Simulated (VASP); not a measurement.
# BaTe (I4mm) in VASP: single point with PBE

Aim: the single point of BaTe with PBE.

Everything below comes from runs of VASP 6.6.1. Logs are shortened: lines on timing, memory, paths and dates and some standing lists are left out, and cuts for length are marked.

## (1) The cell of the first run

Symmetry: I4mm, No. 107, tetragonal system. The conventional cell has a = 4.822 Å, b = 4.822 Å, c = 6.820 Å, α = 90.00°, β = 90.00°, γ = 90.00°. Within 4.2 Å of Ba (site symmetry 4mm) lie 6 Te at 3.21 to 3.61 Å. Te (site symmetry 4mm) has 6 Ba at 3.21 to 3.61 Å within 4.2 Å.

## (2) Single point, PBE

INCAR reads:

```
PREC     = Accurate       # precision mode
ENCUT    = 520            # plane-wave cutoff, eV
EDIFF    = 1E-7           # SCF threshold, eV
ISMEAR   = 0              # smearing method
SIGMA    = 0.05           # smearing width, eV
LREAL    = False          # projectors in reciprocal space
LASPH    = True           # aspherical terms in the spheres
NELM     = 80             # most SCF steps
ALGO     = Normal         # electronic algorithm
ISIF     = 2              # what is computed and relaxed
LWAVE    = False          # write WAVECAR
LCHARG   = True           # write CHGCAR
GGA      = PE             # functional
LELF     = True           # ELF
LVHAR    = True         
NBANDS   = 15             # bands
```

KPOINTS reads:

```
regular mesh
0
Gamma
  8 8 8
```

POSCAR reads:

```
BaTe
1.0
    0.0000000000      3.4100000000      3.4100000000
    3.4100000000      0.0000000000      3.4100000000
    3.4100000000      3.4100000000      0.0000000000
Ba Te
1 1
Direct
    0.0000000000      0.0000000000      0.0000000000
    0.5293255132      0.5293255132      0.4706744868
```

Potentials or basis: VASP PAW PBE potentials, release 64 (Ba_sv, Te).

The run is started by

```sh
> cat potpaw_PBE.64/Ba_sv/POTCAR potpaw_PBE.64/Te/POTCAR > POTCAR
> mpirun -np 1 vasp_std > vasp.out
```

OUTCAR:

```text
PREC = Accurate
   ENCUT = 520
   EDIFF = 1E-7
   ISMEAR = 0
   LREAL = False
   LASPH = True
   NELM = 80
   ISIF = 2
   GGA = PE

 ion  position               nearest neighbor table
   1  0.000  0.000  0.000-   2 3.21   2 3.42   2 3.42   2 3.42   2 3.42   2 3.61
   2  0.529  0.529  0.471-   1 3.21   1 3.42   1 3.42   1 3.42   1 3.42   1 3.61

  LATTYP: Found a face centered cubic cell.
 ALAT       =     6.8200000000

  Lattice vectors:

 A1 = (   0.0000000000,   3.4100000000,   3.4100000000)
 A2 = (   3.4100000000,   0.0000000000,   3.4100000000)
 A3 = (   3.4100000000,   3.4100000000,   0.0000000000)

Analysis of symmetry for initial positions (statically):
=====================================================================
 Subroutine PRICEL returns:
 Original cell was already a primitive cell.

 Routine SETGRP: Setting up the symmetry group for a
 face centered cubic supercell.

 Subroutine GETGRP returns: Found  8 space group operations
 (whereof  8 operations were pure point group operations)
 out of a pool of 48 trial point group operations.

The static configuration has the point symmetry C_4v.

Analysis of symmetry for dynamics (positions and initial velocities):
=====================================================================
 Subroutine PRICEL returns:
 Original cell was already a primitive cell.

 Routine SETGRP: Setting up the symmetry group for a
 face centered cubic supercell.

 Subroutine GETGRP returns: Found  8 space group operations
 (whereof  8 operations were pure point group operations)
 out of a pool of 48 trial point group operations.

The dynamic configuration has the point symmetry C_4v.

 Subroutine INISYM returns: Found  8 space group operations
 (whereof  8 operations are pure point group operations),
 and found     1 'primitive' translations

----------------------------------------------------------------------------------------

                                     Primitive cell

  volume of cell :      79.3036

  direct lattice vectors                    reciprocal lattice vectors
     0.000000000  3.410000000  3.410000000    -0.146627566  0.146627566  0.146627566
     3.410000000  0.000000000  3.410000000     0.146627566 -0.146627566  0.146627566
     3.410000000  3.410000000  0.000000000     0.146627566  0.146627566 -0.146627566

  length of vectors
     4.822468248  4.822468248  4.822468248     0.253966394  0.253966394  0.253966394

  position of ions in fractional coordinates (direct lattice)
     0.000000000  0.000000000  0.000000000
     0.529325513  0.529325513  0.470674487

  ion indices of the primitive-cell ions
   primitive index   ion index
                 1           1
[... 86 lines left out ...]
   EMIN   =  10.00;   EMAX   =-10.00  energy-range for DOS
   EFERMI =   0.00;   METHOD = LEGACY
   ISMEAR =     0;   SIGMA  =   0.05  broadening in eV -4-tet -1-fermi 0-gaus
   EFERMI_NEDOS =   21; number of points for ismear=-14 and -15
   IALGO  =     38    algorithm
   IMIX   =      4    mixing-type and parameters
     AMIX     =   0.40;   BMIX     =  1.00
     AMIX_MAG =   1.60;   BMIX_MAG =  1.00
  volume/ion in A,a.u.               =      39.65       267.58
  Fermi-wavevector in a.u.,A,eV,Ry     =   0.960175  1.814468 12.543704  0.921936
  Thomas-Fermi vector in A             =   2.089436
   LORBIT       =      0    0 simple, 1 ext, 2 COOP (PROOUT), +10 PAW based schemes
   GGA     = PE    functional components
   LHFCALC =     F    Hartree Fock is set to
   AEXX    =    0.0000 exact exchange contribution
   IVDW    =     0    specifies the selected vdW correction
   LEPSILON=     F    determine dielectric tensor
   LRPA    =     F    only Hartree local field effects (RPA)
 non-spin polarized calculation
 Gauss-broadening in eV      SIGMA  =   0.05
  energy-cutoff  :      520.00
  volume of cell :       79.30
 maximum number of plane-waves:      2150
   NGX = 17   NGY = 17   NGZ = 17

 number of electron      16.0000000 magnetization

 Free energy of the ion-electron system (eV)
  ---------------------------------------------------
  ext. energy  EPLUGINS =         0.00000000
  ---------------------------------------------------
  free energy    TOTEN  =        -8.44792439 eV

  energy without entropy =       -8.44792439  energy(sigma->0) =       -8.44792439

 E-fermi :   2.9281     XC(G=0):  -8.5591

 val. band max:        2.7301424310   @ k =   0.0000   0.0000   0.0000
 cond. band min:       4.1263647289   @ k =   0.5000   0.5000   0.0000
 fundamental gap:      1.3962222978
 Fermi energy:         2.9280949610

 k-point     1 :       0.0000    0.0000    0.0000
  band No.  band energies     occupation
      1     -24.0272      2.00000
      2      -9.2352      2.00000
      3      -9.1994      2.00000
      4      -9.1994      2.00000
      5      -6.9211      2.00000
      6       2.7172      2.00000
      7       2.7172      2.00000
      8       2.7301      2.00000
      9       5.6732      0.00000
     10       5.7507      0.00000
     11       5.7507      0.00000
     12       6.0073      0.00000
     13       6.3723      0.00000
     14       6.5157      0.00000
[... 401 lines left out ...]
      2      -9.6504      2.00000
      3      -9.3312      2.00000
      4      -9.2664      2.00000
      5      -6.2918      2.00000
      6       1.0724      2.00000
      7       1.7149      2.00000
      8       1.9112      2.00000
      9       5.4017      0.00000
     10       7.8210      0.00000
     11       8.1813      0.00000
     12       8.4878      0.00000
     13       8.4920      0.00000
     14       9.5682      0.00000
     15      10.6899      0.00000

 [... further k-points ...]

------------------------ aborting loop because EDIFF is reached ----------------------------------------

  FORCE on cell =-STRESS in cart. coord.  units (eV):
  Direction    XX          YY          ZZ          XY          YZ          ZX
  --------------------------------------------------------------------------------------
  -------------------------------------------------------------------------------------
  Total        1.9851223      1.9851223      2.9060459      0.0000000      0.0000000      0.0000000
  in kB       40.1055731     40.1055731     58.7110588      0.0000000      0.0000000      0.0000000
  external PRESSURE =      46.3074016 kB  Pullay stress =       0.0000000 kB

 VOLUME and BASIS-vectors are now :
 -----------------------------------------------------------------------------
  energy-cutoff  :      520.00
  volume of cell :       79.30
      direct lattice vectors                 reciprocal lattice vectors
     0.000000000  3.410000000  3.410000000    -0.146627566  0.146627566  0.146627566
     3.410000000  0.000000000  3.410000000     0.146627566 -0.146627566  0.146627566
     3.410000000  3.410000000  0.000000000     0.146627566  0.146627566 -0.146627566

 POSITION                                       TOTAL-FORCE (eV/Angst)
 -----------------------------------------------------------------------------------
      0.00000      0.00000      0.00000         0.000000      0.000000      0.685073
      3.41000      3.41000      3.61000         0.000000      0.000000     -0.685073
 -----------------------------------------------------------------------------------
    total drift:                               -0.000000     -0.000000      0.000114

  FREE ENERGIE OF THE ION-ELECTRON SYSTEM (eV)
  ---------------------------------------------------
  free  energy   TOTEN  =        -8.4479243944 eV

  energy  without entropy=       -8.4479243944  energy(sigma->0) =       -8.44792439
```

Run time: 44 s. Hardware: 1 thread of Intel Xeon Platinum 8375C at 2.90GHz (Ice Lake), shared host; peak memory 0.25 GiB.

What came out:

```
Free energy            : -8.4479 eV
Pressure               : 4.6 GPa
Largest force          : 0.685 eV/Å
Band gap on the k mesh : 1.40 eV, indirect (least direct gap 1.72 eV)
```

Forces in eV/Å, atoms in the order of the input:
```
Ba   0.000  0.000  0.685
Te   0.000  0.000 -0.685
```

Stress tensor (GPa, compression positive):
```
4.01 0.00 0.00
0.00 4.01 0.00
0.00 0.00 5.87
```

Caveat: the cell differs from its parent crystal (all Te atoms moved -0.200 Å, as atom 2 towards its neighbour atom 1 (Ba) at 3.410 Å); spin-orbit coupling is left out, which moves the levels of the heavy elements. A k mesh can miss the band edges.
